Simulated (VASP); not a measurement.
# InP (Fm-3m) in VASP: notebook, part 2 of 2

VASP 6.6.1. Earlier steps stand in the parts before.

### 3 Single point, PBE

Contents of INCAR:

```
SYSTEM = InP
PREC     = Accurate       ! precision mode
ENCUT    = 520            ! plane-wave cutoff, eV
EDIFF    = 1E-6           ! SCF threshold, eV
ISMEAR   = 0              ! smearing method
SIGMA    = 0.018000000000000002 ! smearing width, eV
LREAL    = .False.        ! projectors in reciprocal space
LASPH    = .True.         ! aspherical terms in the spheres
NELM     = 100            ! most SCF steps
ALGO     = Normal         ! electronic algorithm
ISIF     = 2              ! what is computed and relaxed
LWAVE    = .False.        ! write WAVECAR
LCHARG   = .False.        ! write CHGCAR
GGA      = PE             ! functional
NBANDS   = 16             ! bands
```

Contents of KPOINTS:

```
regular mesh
0
Gamma
  8 8 8
  0 0 0
```

Contents of POSCAR:

```
InP
1.0
    0.0000000000      2.7688340000      2.7688340000
    2.7688340000      0.0000000000      2.7688340000
    2.7688340000      2.7688340000      0.0000000000
In P
1 1
Direct
    0.0000000000      0.0000000000      0.0000000000
    0.5000000000      0.5000000000      0.5000000000
```

Potentials or basis: VASP PAW PBE potentials, release 64 (In_d, P).

On the command line:

```
cat potpaw_PBE.64/In_d/POTCAR potpaw_PBE.64/P/POTCAR > POTCAR
mpirun -np 1 vasp_std > vasp.out
```

OUTCAR:

```text
SYSTEM = InP
   PREC = Accurate
   ENCUT = 520
   EDIFF = 1E-6
   ISMEAR = 0
   LREAL = .False.
   LASPH = .True.
   NELM = 100
   ISIF = 2
   GGA = PE

 ion  position               nearest neighbor table
   1  0.000  0.000  0.000-   2 2.77   2 2.77   2 2.77   2 2.77   2 2.77   2 2.77
   2  0.500  0.500  0.500-   1 2.77   1 2.77   1 2.77   1 2.77   1 2.77   1 2.77

  LATTYP: Found a face centered cubic cell.
 ALAT       =     5.5376680000

  Lattice vectors:

 A1 = (   0.0000000000,   2.7688340000,   2.7688340000)
 A2 = (   2.7688340000,   0.0000000000,   2.7688340000)
 A3 = (   2.7688340000,   2.7688340000,   0.0000000000)

Analysis of symmetry for initial positions (statically):
=====================================================================
 Subroutine PRICEL returns:
 Original cell was already a primitive cell.

 Routine SETGRP: Setting up the symmetry group for a
 face centered cubic supercell.

 Subroutine GETGRP returns: Found 48 space group operations
 (whereof 48 operations were pure point group operations)
 out of a pool of 48 trial point group operations.

The static configuration has the point symmetry O_h .

Analysis of symmetry for dynamics (positions and initial velocities):
=====================================================================
 Subroutine PRICEL returns:
 Original cell was already a primitive cell.

 Routine SETGRP: Setting up the symmetry group for a
 face centered cubic supercell.

 Subroutine GETGRP returns: Found 48 space group operations
 (whereof 48 operations were pure point group operations)
 out of a pool of 48 trial point group operations.

The dynamic configuration has the point symmetry O_h .

 Subroutine INISYM returns: Found 48 space group operations
 (whereof 48 operations are pure point group operations),
 and found     1 'primitive' translations

----------------------------------------------------------------------------------------

                                     Primitive cell

  volume of cell :      42.4542

  direct lattice vectors                    reciprocal lattice vectors
     0.000000000  2.768834000  2.768834000    -0.180581429  0.180581429  0.180581429
     2.768834000  0.000000000  2.768834000     0.180581429 -0.180581429  0.180581429
     2.768834000  2.768834000  0.000000000     0.180581429  0.180581429 -0.180581429

  length of vectors
     3.915722595  3.915722595  3.915722595     0.312776210  0.312776210  0.312776210

  position of ions in fractional coordinates (direct lattice)
     0.000000000  0.000000000  0.000000000
     0.500000000  0.500000000  0.500000000

  ion indices of the primitive-cell ions
   primitive index   ion index
                 1           1
                 2           2

----------------------------------------------------------------------------------------

 KPOINTS: regular mesh

Automatic generation of k-mesh.
 Grid dimensions read from file:
 generate k-points for:    8    8    8

 Generating k-lattice:

  Cartesian coordinates                     Fractional coordinates (reciprocal lattice)
    -0.022572679  0.022572679  0.022572679     0.125000000  0.000000000  0.000000000
     0.022572679 -0.022572679  0.022572679     0.000000000  0.125000000  0.000000000
     0.022572679  0.022572679 -0.022572679     0.000000000  0.000000000  0.125000000

  Length of vectors
     0.039097026  0.039097026  0.039097026

  Shift w.r.t. Gamma in fractional coordinates (k-lattice)
     0.000000000  0.000000000  0.000000000

 Subroutine IBZKPT returns following result:
 ===========================================

 Found     29 irreducible k-points:

 Following reciprocal coordinates:
            Coordinates               Weight
  0.000000  0.000000  0.000000      1.000000
  0.125000  0.000000  0.000000      8.000000
  0.250000  0.000000  0.000000      8.000000
  0.375000  0.000000  0.000000      8.000000
  0.500000  0.000000  0.000000      4.000000
  0.125000  0.125000  0.000000      6.000000
[... 16 lines left out ...]
  0.500000  0.250000  0.125000     48.000000
 -0.375000  0.250000  0.125000     24.000000
 [... further k-points ...]
   k-points           NKPTS =     29   k-points in BZ     NKDIM =     29   number of bands    NBANDS=     16
   number of dos      NEDOS =    301   number of ions     NIONS =      2
   total plane-waves  NPLWV =  27000
   dimension x,y,z NGX =    30 NGY =   30 NGZ =   30
   dimension x,y,z NGXF=    60 NGYF=   60 NGZF=   60
   ions per type =               1   1
   NGX,Y,Z   is equivalent  to a cutoff of  12.74, 12.74, 12.74 a.u.
   NGXF,Y,Z  is equivalent  to a cutoff of  25.47, 25.47, 25.47 a.u.
 SYSTEM =  InP
   PREC   = accura    normal or accurate (medium, high low for compatibility)
   ISTART =      0    job   : 0-new  1-cont  2-samecut
   ICHARG =      2    charge: 1-file 2-atom 10-const
   ISPIN  =      1    spin polarized calculation?
   LNONCOLLINEAR =      F non collinear calculations
   LSORBIT =      F    spin-orbit coupling
   LASPH  =      T    aspherical Exc in radial PAW
   ENCUT  =  520.0 eV  38.22 Ry    6.18 a.u.   7.28  7.28  7.28*2*pi/ulx,y,z
   NELM   =    100;   NELMIN=  2; NELMDL= -5     # of ELM steps
   EDIFF  = 0.1E-05   stopping-criterion for ELM
   LREAL  =      F    real-space projection
   EDIFFG = 0.1E-04   stopping-criterion for IOM
   NSW    =      0    number of steps for IOM
   IBRION =     -1    ionic relax: 0-MD 1-quasi-New 2-CG
   NFREE  =      0    steps in history (QN), initial steepest desc. (CG)
   ISIF   =      2    stress and relaxation
   ISYM   =      2    0-nonsym 1-usesym 2-fastsym
   POTIM  = 0.5000    time-step for ionic-motion
   TEBEG  =    0.0;   TEEND  =   0.0 temperature during run
   PSTRESS=    0.0 pullay stress
   NELECT =      18.0000    total number of electrons
   NUPDOWN=      -1.0000    fix difference up-down
   EMIN   =  10.00;   EMAX   =-10.00  energy-range for DOS
   EFERMI =   0.00;   METHOD = LEGACY
   ISMEAR =     0;   SIGMA  =   0.02  broadening in eV -4-tet -1-fermi 0-gaus
   EFERMI_NEDOS =   21; number of points for ismear=-14 and -15
   IALGO  =     38    algorithm
   IMIX   =      4    mixing-type and parameters
     AMIX     =   0.40;   BMIX     =  1.00
     AMIX_MAG =   1.60;   BMIX_MAG =  1.00
  volume/ion in A,a.u.               =      21.23       143.25
  Fermi-wavevector in a.u.,A,eV,Ry     =   1.229869  2.324115 20.579860  1.512577
  Thomas-Fermi vector in A             =   2.364739
   LORBIT       =      0    0 simple, 1 ext, 2 COOP (PROOUT), +10 PAW based schemes
   GGA     = PE    functional components
   LHFCALC =     F    Hartree Fock is set to
   AEXX    =    0.0000 exact exchange contribution
   IVDW    =     0    specifies the selected vdW correction
   LEPSILON=     F    determine dielectric tensor
   LRPA    =     F    only Hartree local field effects (RPA)
 non-spin polarized calculation
 Gauss-broadening in eV      SIGMA  =   0.02
  energy-cutoff  :      520.00
  volume of cell :       42.45
 maximum number of plane-waves:      1162
 NGX is ok and might be reduce to    30
   NGX = 15   NGY = 15   NGZ = 15

 number of electron      18.0000009 magnetization

 Free energy of the ion-electron system (eV)
  ---------------------------------------------------
  ext. energy  EPLUGINS =         0.00000000
  ---------------------------------------------------
  free energy    TOTEN  =        -7.90845245 eV

  energy without entropy =       -7.90836063  energy(sigma->0) =       -7.90840654

 E-fermi :   7.1442     XC(G=0): -10.3951

 val. band max:        7.1266128038   @ k =  -0.3750   0.5000   0.1250
 cond. band min:       7.1961380549   @ k =  -0.3750   0.3750   0.0000
 fundamental gap:      0.0695252511
 Fermi energy:         7.1442286316

 k-point     1 :       0.0000    0.0000    0.0000
  band No.  band energies     occupation
      1      -7.2112      2.00000
      2      -7.2112      2.00000
      3      -7.1924      2.00000
      4      -7.1924      2.00000
      5      -7.1924      2.00000
      6      -4.9590      2.00000
[... 8 lines left out ...]
     15      15.5084      0.00000
     16      15.5084      0.00000
[... 419 lines left out ...]
 k-point    24 :      -0.3750    0.2500    0.1250
  band No.  band energies     occupation
      1      -7.3528      2.00000
      2      -7.2424      2.00000
      3      -7.1784      2.00000
      4      -7.1445      2.00000
      5      -7.1035      2.00000
      6      -2.3719      2.00000
[... 8 lines left out ...]
     15      17.1235      0.00000
     16      19.8111      0.00000

 [... further k-points ...]
[... 5 lines left out ...]
  --------------------------------------------------------------------------------------
  -------------------------------------------------------------------------------------
  Total       -0.0332238     -0.0332238     -0.0332238     -0.0000000      0.0000000     -0.0000000
  in kB       -1.2538322     -1.2538322     -1.2538322     -0.0000000      0.0000000     -0.0000000
  external PRESSURE =      -1.2538322 kB  Pullay stress =       0.0000000 kB

 VOLUME and BASIS-vectors are now :
 -----------------------------------------------------------------------------
  energy-cutoff  :      520.00
  volume of cell :       42.45
      direct lattice vectors                 reciprocal lattice vectors
     0.000000000  2.768834000  2.768834000    -0.180581429  0.180581429  0.180581429
     2.768834000  0.000000000  2.768834000     0.180581429 -0.180581429  0.180581429
     2.768834000  2.768834000  0.000000000     0.180581429  0.180581429 -0.180581429

 POSITION                                       TOTAL-FORCE (eV/Angst)
 -----------------------------------------------------------------------------------
      0.00000      0.00000      0.00000        -0.000000     -0.000000      0.000000
      2.76883      2.76883      2.76883         0.000000      0.000000     -0.000000
 -----------------------------------------------------------------------------------
    total drift:                               -0.000000      0.000000      0.000000

  FREE ENERGIE OF THE ION-ELECTRON SYSTEM (eV)
  ---------------------------------------------------
  free  energy   TOTEN  =        -7.9084524540 eV

  energy  without entropy=       -7.9083606257  energy(sigma->0) =       -7.90840654
```

Wall time 52 s (1 thread of AMD EPYC 7R13, shared host); peak memory 0.14 GiB.

Results:

```yaml
Free_energy: -7.9085 eV
Pressure: -0.1 GPa
Band_gap_on_the_k_mesh: zero (band 9 reaches 7.35 eV, above the bottom of band 10 at 4.72 eV)
```

Caveat: spin-orbit coupling is left out, which moves the levels of the heavy elements.

### 4 Single point, PBE

Contents of INCAR:

```
SYSTEM = InP
PREC     = Accurate       ! precision mode
ENCUT    = 520            ! plane-wave cutoff, eV
EDIFF    = 1E-6           ! SCF threshold, eV
ISMEAR   = 0              ! smearing method
SIGMA    = 0.019000000000000003 ! smearing width, eV
LREAL    = .False.        ! projectors in reciprocal space
LASPH    = .True.         ! aspherical terms in the spheres
NELM     = 60             ! most SCF steps
ALGO     = Normal         ! electronic algorithm
ISIF     = 2              ! what is computed and relaxed
LWAVE    = .False.        ! write WAVECAR
LCHARG   = .True.         ! write CHGCAR
GGA      = PE             ! functional
LELF     = .True.         ! ELF
LVHAR    = .True.       
NBANDS   = 16             ! bands
```

KPOINTS is that of step 3.

POSCAR is that of step 3.

Potentials or basis: VASP PAW PBE potentials, release 64 (In_d, P).

On the command line:

```
cat potpaw_PBE.64/In_d/POTCAR potpaw_PBE.64/P/POTCAR > POTCAR
mpirun -np 1 vasp_std > vasp.out
```

OUTCAR:

```text
SYSTEM = InP
   PREC = Accurate
   ENCUT = 520
   EDIFF = 1E-6
   ISMEAR = 0
   LREAL = .False.
   LASPH = .True.
   NELM = 60
   ISIF = 2
   GGA = PE

 ion  position               nearest neighbor table
   1  0.000  0.000  0.000-   2 2.77   2 2.77   2 2.77   2 2.77   2 2.77   2 2.77
   2  0.500  0.500  0.500-   1 2.77   1 2.77   1 2.77   1 2.77   1 2.77   1 2.77

  LATTYP: Found a face centered cubic cell.
 ALAT       =     5.5376680000

  Lattice vectors:

 A1 = (   0.0000000000,   2.7688340000,   2.7688340000)
 A2 = (   2.7688340000,   0.0000000000,   2.7688340000)
 A3 = (   2.7688340000,   2.7688340000,   0.0000000000)

Analysis of symmetry for initial positions (statically):
=====================================================================
 Subroutine PRICEL returns:
 Original cell was already a primitive cell.

 Routine SETGRP: Setting up the symmetry group for a
 face centered cubic supercell.

 Subroutine GETGRP returns: Found 48 space group operations
 (whereof 48 operations were pure point group operations)
 out of a pool of 48 trial point group operations.

The static configuration has the point symmetry O_h .

[... 156 lines left out ...]
  ---------------------------------------------------
  free energy    TOTEN  =        -7.90845756 eV

  energy without entropy =       -7.90836029  energy(sigma->0) =       -7.90840892

 E-fermi :   7.1452     XC(G=0): -10.3951

 val. band max:        7.1266130860   @ k =  -0.3750   0.5000   0.1250
 cond. band min:       7.1961384930   @ k =  -0.3750   0.3750   0.0000
 fundamental gap:      0.0695254070
 Fermi energy:         7.1452115071

 k-point     1 :       0.0000    0.0000    0.0000
  band No.  band energies     occupation
      1      -7.2112      2.00000
      2      -7.2112      2.00000
      3      -7.1924      2.00000
      4      -7.1924      2.00000
      5      -7.1924      2.00000
      6      -4.9590      2.00000
[... 433 lines left out ...]
      3      -7.1784      2.00000
      4      -7.1445      2.00000
      5      -7.1035      2.00000
      6      -2.3719      2.00000
[... 8 lines left out ...]
     15      17.1235      0.00000
     16      19.8111      0.00000

 [... further k-points ...]
[... 5 lines left out ...]
  --------------------------------------------------------------------------------------
  -------------------------------------------------------------------------------------
  Total       -0.0331928     -0.0331928     -0.0331928     -0.0000000      0.0000000      0.0000000
  in kB       -1.2526621     -1.2526621     -1.2526621     -0.0000000      0.0000000      0.0000000
  external PRESSURE =      -1.2526621 kB  Pullay stress =       0.0000000 kB

 VOLUME and BASIS-vectors are now :
 -----------------------------------------------------------------------------
  energy-cutoff  :      520.00
  volume of cell :       42.45
      direct lattice vectors                 reciprocal lattice vectors
     0.000000000  2.768834000  2.768834000    -0.180581429  0.180581429  0.180581429
     2.768834000  0.000000000  2.768834000     0.180581429 -0.180581429  0.180581429
     2.768834000  2.768834000  0.000000000     0.180581429  0.180581429 -0.180581429

 POSITION                                       TOTAL-FORCE (eV/Angst)
 -----------------------------------------------------------------------------------
      0.00000      0.00000      0.00000         0.000000      0.000000      0.000000
      2.76883      2.76883      2.76883        -0.000000     -0.000000     -0.000000
 -----------------------------------------------------------------------------------
    total drift:                               -0.000000      0.000000      0.000000

  FREE ENERGIE OF THE ION-ELECTRON SYSTEM (eV)
  ---------------------------------------------------
  free  energy   TOTEN  =        -7.9084575635 eV

  energy  without entropy=       -7.9083602853  energy(sigma->0) =       -7.90840892
```

stdout:

```text
POSCAR found type information on POSCAR InP
 POSCAR found :  2 types and       2 ions
 scaLAPACK will be used
 LDA part: xc-table for (Slater+PW92), standard interpolation
 POSCAR, INCAR and KPOINTS ok, starting setup
 FFT: planning ... GRIDC
 FFT: planning ... GRID_SOFT
 FFT: planning ... GRID
 WAVECAR not read
 entering main loop
```

Run time: 47 s. Hardware: 1 thread of AMD EPYC 7R13, shared host; peak memory 0.14 GiB.

Results:

* Free energy: -7.9085 eV
* Pressure: -0.1 GPa
* Band gap on the k mesh: zero (band 9 reaches 7.35 eV, above the bottom of band 10 at 4.72 eV)

Caveat: spin-orbit coupling is left out, which moves the levels of the heavy elements.

### 5 Summary

| smearing | gap on the mesh (eV) | pressure (GPa) |
| --- | --- | --- |
| gaussian 0.016 eV | none | -0.1 |
| gaussian 0.018 eV | none | -0.1 |
| gaussian 0.019 eV | none | -0.1 |

Alike in all rows: task single point; level PBE; potentials or basis VASP PAW PBE potentials, release 64 (In_d, P); no spin polarisation; cell as given; k mesh 8 × 8 × 8; cutoff (eV) 520.

Every run on the cell as given and a fine mesh finds a metal.

Caveats: spin-orbit coupling is left out, which moves the levels of the heavy elements.

Absolute energies hang on the potentials; compare differences alone.
